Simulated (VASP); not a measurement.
Here is a VASP 6.6.1 calculation.

The input POSCAR:

```
BP
1.0
    0.0000000000      2.2226808807      2.2226808807
    2.2226808807      0.0000000000      2.2226808807
    2.2226808807      2.2226808807      0.0000000000
P B
1 1
Direct
    0.7500000000      0.7500000000      0.7500000000
    0.0000000000      0.0000000000      0.0000000000
```

File INCAR.step1:

```
SYSTEM = BP
ALGO = Normal
EDIFF = 1E-5
ENCUT = 1000
GGA = PE
GGA_COMPAT = .FALSE.
ISIF = 2
ISMEAR = -1
LASPH = .TRUE.
LREAL = .FALSE.
LWAVE = .TRUE.
NBANDS = 11
NELM = 120
PREC = Accurate
SIGMA = 0.05
```

The input INCAR.step2:

```
SYSTEM = BP
AEXX = 0.5
AGGAC = 1.0
AGGAX = 0.5
ALDAC = 0.0
ALDAX = 0.5
ALGO = Normal
EDIFF = 1E-6
ENCUT = 1000
GGA = B5
GGA_COMPAT = .FALSE.
ISIF = 2
ISMEAR = -1
ISTART = 1
LASPH = .TRUE.
LCHARG = .TRUE.
LELF = .TRUE.
LHFCALC = .TRUE.
LREAL = .FALSE.
LVHAR = .TRUE.
LWAVE = .FALSE.
NBANDS = 11
NELM = 120
PREC = Accurate
PRECFOCK = Normal
SIGMA = 0.05
```

The input KPOINTS:

```
k-points
0
G
  5 5 5
  0 0 0
```

Potentials or basis: VASP PAW PBE potentials, release 64 (P, B_h).

Run with:

```console
$ cat potpaw_PBE.64/P/POTCAR potpaw_PBE.64/B_h/POTCAR > POTCAR
$ cp INCAR.step1 INCAR
$ mpirun -np 1 vasp_std > vasp.out
$ cp INCAR.step2 INCAR
$ mpirun -np 1 vasp_std > vasp.out
```

(1) What does it give for the pressure?

(2) Predict the band gap on the k mesh.

## Answers

(1) 11.2 GPa.

(2) 4.61 eV (least direct gap 7.25 eV).

Caveat: the k points lie up to 0.49 Å⁻¹ apart; the PAW data sets were made with another functional, which shifts forces and pressure a little; an odd mesh through Γ misses points on the zone boundary, where band edges can lie.
